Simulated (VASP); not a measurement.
Input of a VASP 6.6.1 run:

The input INCAR:

```
SYSTEM = PbSe
PREC = Accurate
ENCUT = 520
EDIFF = 1E-7
ISMEAR = 0
SIGMA = 0.01
LREAL = .False.
LASPH = .True.
NELM = 60
ALGO = Normal
ISIF = 2
LWAVE = .False.
LCHARG = .False.
GGA = PS
NBANDS = 17
```

File KPOINTS:

```
Automatic mesh
0
Gamma
  8 8 8
  0 0 0
```

File POSCAR:

```
PbSe
1.0
    0.0000000000      3.0620000000      3.0620000000
    3.0620000000      0.0000000000      3.0620000000
    3.0620000000      3.0620000000      0.0000000000
Pb Se
1 1
Direct
    0.0000000000      0.0000000000      0.0000000000
    0.5000000000      0.5000000000      0.5000000000
```

Potentials or basis: VASP PAW PBE potentials, release 64 (Pb_d, Se).

The run is started by

```bash
$ cat potpaw_PBE.64/Pb_d/POTCAR potpaw_PBE.64/Se/POTCAR > POTCAR
$ mpirun -np 1 vasp_std > vasp.out
```

Task: Predict the band gap on the k mesh.

Result: 0.21 eV, direct.

Task: Estimate the pressure.

Result: -0.6 GPa.

Caveat: the PAW data sets were made with another functional, which shifts forces and pressure a little; spin-orbit coupling is left out, which moves the levels of the heavy elements. A k mesh can miss the band edges.
